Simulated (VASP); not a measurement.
The system is TePb.

```
Pb Te
1.0
     0.00000    3.26784    3.26784
     3.26784    0.00000    3.26784
     3.26784    3.26784    0.00000
Pb Te
1 1
Direct
  0.00000 0.00000 0.00000
  0.50000 0.50000 0.50000
```

Base run:

- Program: VASP 6.6.1
- Functional: r2SCAN
- Potentials or basis: VASP PAW PBE potentials, release 64 (Pb_d, Te)
- Cutoff: 520 eV
- k mesh: 8 × 8 × 8
- Occupations: gaussian, width 0.01 eV
- Spin: no spin polarisation

Its results: band gap on the k mesh 1.09 eV, direct; pressure 0.0 GPa.

Question: The run is repeated on the same cell with these changes: functional from r2SCAN to PBE; k mesh from 8 × 8 × 8 to 4 × 4 × 4. What comes out?

Answer: Band gap on the k mesh 0.80 eV, direct; pressure 0.6 GPa.

Several settings changed at once, so the effect can't be laid on one alone.

Caveats: spin-orbit coupling is left out, which moves the levels of the heavy elements; the PAW data sets were made with another functional, which shifts forces and pressure a little (some runs).

A k mesh can miss the band edges.
